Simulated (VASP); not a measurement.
# Sb (Pm-3m) in VASP: notebook

The runs below take Sb through single point, with r2SCAN.

All numbers are computed with VASP 6.6.1; they aren't measurements. Logs are shortened: lines on timing, memory, paths and dates and some standing lists are left out, and cuts for length are marked.

## Step 1: The cell of the first run

The structure is cubic, space group Pm-3m (No. 221). Conventional cell: a = 3.148 Å, b = 3.148 Å, c = 3.148 Å, α = 90.00°, β = 90.00°, γ = 90.00°. Within 4.1 Å of Sb (site symmetry m-3m) lie 6 Sb at 3.15 Å.

## Step 2: Single point, r2SCAN (volume scaled by 1.06)

POSCAR

```
Sb
1.0
    3.1480875922      0.0000000000      0.0000000000
    0.0000000000      3.1480875922      0.0000000000
    0.0000000000      0.0000000000      3.1480875922
Sb
1
Direct
    0.0000000000      0.0000000000      0.0000000000
```

INCAR.step1

```
ALGO = Normal
EDIFF = 1E-4
ENCUT = 520
GGA = PE
ISMEAR = 0
LASPH = T
LCHARG = F
LREAL = F
LWAVE = T
NBANDS = 8
NELM = 60
PREC = Accurate
SIGMA = 0.1
```

INCAR.step2

```
ALGO = Normal
EDIFF = 1E-6
ENCUT = 520
ISIF = 2
ISMEAR = 0
ISTART = 1
LASPH = T
LCHARG = F
LMIXTAU = T
LREAL = F
LWAVE = F
METAGGA = R2SCAN
NBANDS = 8
NELM = 60
PREC = Accurate
SIGMA = 0.1
```

KPOINTS

```
k-points
0
Gamma
  14 14 14
```

Potentials or basis: VASP PAW PBE potentials, release 64 (Sb).

Run with:

```bash
$ cat potpaw_PBE.64/Sb/POTCAR > POTCAR
$ cp INCAR.step1 INCAR
$ mpirun -np 1 vasp_std > vasp.out
$ cp INCAR.step2 INCAR
$ mpirun -np 1 vasp_std > vasp.out
```

OUTCAR:

```text
EDIFF = 1E-6
   ENCUT = 520
   ISIF = 2
   ISMEAR = 0
   ISTART = 1
   LASPH = T
   LREAL = F
   METAGGA = R2SCAN
   NELM = 60
   PREC = Accurate

 ion  position               nearest neighbor table
   1  0.000  0.000  0.000-

  LATTYP: Found a simple cubic cell.
 ALAT       =     3.1480875922

  Lattice vectors:

 A1 = (   3.1480875922,   0.0000000000,   0.0000000000)
 A2 = (   0.0000000000,   3.1480875922,   0.0000000000)
 A3 = (   0.0000000000,   0.0000000000,   3.1480875922)

Analysis of symmetry for initial positions (statically):
=====================================================================
 Subroutine PRICEL returns:
 Original cell was already a primitive cell.

 Routine SETGRP: Setting up the symmetry group for a
 simple cubic supercell.

 Subroutine GETGRP returns: Found 48 space group operations
 (whereof 48 operations were pure point group operations)
 out of a pool of 48 trial point group operations.

The static configuration has the point symmetry O_h .

Analysis of symmetry for dynamics (positions and initial velocities):
=====================================================================
 Subroutine PRICEL returns:
 Original cell was already a primitive cell.

 Routine SETGRP: Setting up the symmetry group for a
 simple cubic supercell.

 Subroutine GETGRP returns: Found 48 space group operations
 (whereof 48 operations were pure point group operations)
 out of a pool of 48 trial point group operations.

The dynamic configuration has the point symmetry O_h .

 Subroutine INISYM returns: Found 48 space group operations
 (whereof 48 operations are pure point group operations),
 and found     1 'primitive' translations

----------------------------------------------------------------------------------------

                                     Primitive cell

  volume of cell :      31.1990

  direct lattice vectors                    reciprocal lattice vectors
     3.148087592  0.000000000  0.000000000     0.317653169  0.000000000  0.000000000
     0.000000000  3.148087592  0.000000000     0.000000000  0.317653169  0.000000000
     0.000000000  0.000000000  3.148087592     0.000000000  0.000000000  0.317653169

  length of vectors
     3.148087592  3.148087592  3.148087592     0.317653169  0.317653169  0.317653169

  position of ions in fractional coordinates (direct lattice)
     0.000000000  0.000000000  0.000000000

  ion indices of the primitive-cell ions
   primitive index   ion index
                 1           1

----------------------------------------------------------------------------------------

 KPOINTS: k-points

Automatic generation of k-mesh.
 Grid dimensions read from file:
 generate k-points for:   14   14   14

 Generating k-lattice:

  Cartesian coordinates                     Fractional coordinates (reciprocal lattice)
     0.022689512  0.000000000  0.000000000     0.071428571  0.000000000  0.000000000
     0.000000000  0.022689512  0.000000000     0.000000000  0.071428571  0.000000000
     0.000000000  0.000000000  0.022689512     0.000000000  0.000000000  0.071428571

  Length of vectors
     0.022689512  0.022689512  0.022689512

  Shift w.r.t. Gamma in fractional coordinates (k-lattice)
     0.000000000  0.000000000  0.000000000

 Subroutine IBZKPT returns following result:
 ===========================================

 Found    120 irreducible k-points:

 Following reciprocal coordinates:
            Coordinates               Weight
  0.000000  0.000000  0.000000      1.000000
  0.071429  0.000000  0.000000      6.000000
  0.142857  0.000000  0.000000      6.000000
  0.214286  0.000000  0.000000      6.000000
  0.285714  0.000000  0.000000      6.000000
  0.357143  0.000000  0.000000      6.000000
[... 16 lines left out ...]
  0.285714  0.214286  0.000000     24.000000
  0.357143  0.214286  0.000000     24.000000
 [... further k-points ...]
   k-points           NKPTS =    120   k-points in BZ     NKDIM =    120   number of bands    NBANDS=      8
   number of dos      NEDOS =    301   number of ions     NIONS =      1
   total plane-waves  NPLWV =  13824
   dimension x,y,z NGX =    24 NGY =   24 NGZ =   24
   dimension x,y,z NGXF=    48 NGYF=   48 NGZF=   48
   ions per type =               1
   NGX,Y,Z   is equivalent  to a cutoff of  12.67, 12.67, 12.67 a.u.
   NGXF,Y,Z  is equivalent  to a cutoff of  25.35, 25.35, 25.35 a.u.
 SYSTEM =  unknown system
   PREC   = accura    normal or accurate (medium, high low for compatibility)
   ISTART =      1    job   : 0-new  1-cont  2-samecut
   ICHARG =      0    charge: 1-file 2-atom 10-const
   ISPIN  =      1    spin polarized calculation?
   LNONCOLLINEAR =      F non collinear calculations
   LSORBIT =      F    spin-orbit coupling
   LASPH  =      T    aspherical Exc in radial PAW
   ENCUT  =  520.0 eV  38.22 Ry    6.18 a.u.   5.85  5.85  5.85*2*pi/ulx,y,z
   NELM   =     60;   NELMIN=  2; NELMDL=  0     # of ELM steps
   EDIFF  = 0.1E-05   stopping-criterion for ELM
   LREAL  =      F    real-space projection
   EDIFFG = 0.1E-04   stopping-criterion for IOM
   NSW    =      0    number of steps for IOM
   IBRION =     -1    ionic relax: 0-MD 1-quasi-New 2-CG
   NFREE  =      0    steps in history (QN), initial steepest desc. (CG)
   ISIF   =      2    stress and relaxation
   ISYM   =      2    0-nonsym 1-usesym 2-fastsym
   POTIM  = 0.5000    time-step for ionic-motion
   TEBEG  =    0.0;   TEEND  =   0.0 temperature during run
   PSTRESS=    0.0 pullay stress
   NELECT =       5.0000    total number of electrons
   NUPDOWN=      -1.0000    fix difference up-down
   EMIN   =  10.00;   EMAX   =-10.00  energy-range for DOS
   EFERMI =   0.00;   METHOD = LEGACY
   ISMEAR =     0;   SIGMA  =   0.10  broadening in eV -4-tet -1-fermi 0-gaus
   EFERMI_NEDOS =   21; number of points for ismear=-14 and -15
   IALGO  =     38    algorithm
   IMIX   =      4    mixing-type and parameters
     AMIX     =   0.40;   BMIX     =  1.00
     AMIX_MAG =   1.60;   BMIX_MAG =  1.00
  volume/ion in A,a.u.               =      31.20       210.54
  Fermi-wavevector in a.u.,A,eV,Ry     =   0.889238  1.680416 10.758729  0.790744
  Thomas-Fermi vector in A             =   2.010772
   LORBIT       =      0    0 simple, 1 ext, 2 COOP (PROOUT), +10 PAW based schemes
   METAGGA = R2SCAN    functional components
   LHFCALC =     F    Hartree Fock is set to
   AEXX    =    0.0000 exact exchange contribution
   IVDW    =     0    specifies the selected vdW correction
   LEPSILON=     F    determine dielectric tensor
   LRPA    =     F    only Hartree local field effects (RPA)
 non-spin polarized calculation
 Gauss-broadening in eV      SIGMA  =   0.10
  energy-cutoff  :      520.00
  volume of cell :       31.20
 maximum number of plane-waves:       861
 NGX is ok and might be reduce to    24
   NGX = 11   NGY = 11   NGZ = 11

 number of electron       5.0000001 magnetization

 Free energy of the ion-electron system (eV)
  ---------------------------------------------------
  ext. energy  EPLUGINS =         0.00000000
  ---------------------------------------------------
  free energy    TOTEN  =       -25.62778783 eV

  energy without entropy =      -25.62482181  energy(sigma->0) =      -25.62630482

 E-fermi :   6.4289     XC(G=0):  -9.9073

 val. band max:        6.4066363677   @ k =   0.5000   0.4286   0.3571
 cond. band min:       6.4343703760   @ k =   0.5000   0.2857   0.2143
 fundamental gap:      0.0277340083
 Fermi energy:         6.4289381003

 k-point     1 :       0.0000    0.0000    0.0000
  band No.  band energies     occupation
      1      -6.1228      2.00000
      2       9.8215      0.00000
      3       9.8215      0.00000
      4       9.8215      0.00000
      5      13.7108      0.00000
      6      13.7108      0.00000
      7      15.3446      0.00000
      8      24.6967      0.00000

 k-point     2 :       0.0714    0.0000    0.0000
  band No.  band energies     occupation
      1      -6.0482      2.00000
      2       8.8904      0.00000
      3       9.8944      0.00000
      4       9.8944      0.00000
      5      13.7704      0.00000
      6      14.3338      0.00000
      7      15.8213      0.00000
      8      24.0035      0.00000

 k-point     3 :       0.1429    0.0000    0.0000
  band No.  band energies     occupation
      1      -5.8267      2.00000
      2       7.1723      0.00000
      3      10.1073      0.00000
      4      10.1073      0.00000
      5      13.9480      0.00000
      6      14.8890      0.00000
      7      17.4774      0.00000
      8      22.7785      0.00000

 k-point     4 :       0.2143    0.0000    0.0000
  band No.  band energies     occupation
      1      -5.4667      2.00000
      2       5.4006      2.00000
      3      10.4421      0.00000
      4      10.4421      0.00000
      5      14.2381      0.00000
      6      15.3025      0.00000
      7      19.5820      0.00000
      8      21.5071      0.00000

 k-point     5 :       0.2857    0.0000    0.0000
  band No.  band energies     occupation
      1      -4.9883      2.00000
      2       3.7632      2.00000
      3      10.8627      0.00000
      4      10.8627      0.00000
      5      14.6278      0.00000
      6      15.7949      0.00000
      7      20.3200      0.00000
      8      20.3200      0.00000
[... 177 lines left out ...]
 k-point    22 :       0.2143    0.2143    0.0000
  band No.  band energies     occupation
      1      -4.8083      2.00000
      2       5.7944      2.00000
      3       6.2702      1.97521
      4      11.0675      0.00000
      5      15.2227      0.00000
      6      16.7706      0.00000
      7      19.6340      0.00000
      8      20.7779      0.00000

 k-point    23 :       0.2857    0.2143    0.0000
  band No.  band energies     occupation
      1      -4.3274      2.00000
      2       4.3610      2.00000
      3       6.5024      0.29909
      4      11.4914      0.00000
      5      15.0095      0.00000
      6      16.0669      0.00000
      7      20.3535      0.00000
      8      20.7973      0.00000

 k-point    24 :       0.3571    0.2143    0.0000
  band No.  band energies     occupation
      1      -3.7752      2.00000
      2       2.9693      2.00000
      3       6.9693      0.00000
      4      11.9371      0.00000
      5      13.9972      0.00000
      6      16.4519      0.00000
      7      19.8084      0.00000
      8      20.1485      0.00000

 [... further k-points ...]
[... 5 lines left out ...]
  --------------------------------------------------------------------------------------
  -------------------------------------------------------------------------------------
  Total       -0.5908058     -0.5908058     -0.5908058     -0.0000000     -0.0000000     -0.0000000
  in kB      -30.3399513    -30.3399513    -30.3399513     -0.0000000     -0.0000000     -0.0000000
  external PRESSURE =     -30.3399513 kB  Pullay stress =       0.0000000 kB

 VOLUME and BASIS-vectors are now :
 -----------------------------------------------------------------------------
  energy-cutoff  :      520.00
  volume of cell :       31.20
      direct lattice vectors                 reciprocal lattice vectors
     3.148087592  0.000000000  0.000000000     0.317653169  0.000000000  0.000000000
     0.000000000  3.148087592  0.000000000     0.000000000  0.317653169  0.000000000
     0.000000000  0.000000000  3.148087592     0.000000000  0.000000000  0.317653169

 POSITION                                       TOTAL-FORCE (eV/Angst)
 -----------------------------------------------------------------------------------
      0.00000      0.00000      0.00000         0.000000      0.000000      0.000000
 -----------------------------------------------------------------------------------
    total drift:                               -0.000000      0.000000      0.000000

  FREE ENERGIE OF THE ION-ELECTRON SYSTEM (eV)
  ---------------------------------------------------
  free  energy   TOTEN  =       -25.6277878339 eV

  energy  without entropy=      -25.6248218138  energy(sigma->0) =      -25.62630482
```

Run time: 19 s. Hardware: 1 thread of Intel Xeon 6975P-C (Granite Rapids), shared host; peak memory 0.16 GiB.

What came out:

```
Free energy : -25.6278 eV
Pressure    : -3.0 GPa
```

Caveat: the PAW data sets were made with another functional, which shifts forces and pressure a little; spin-orbit coupling is left out, which moves the levels of the heavy elements.

(Part 1 of 2 ends here.)
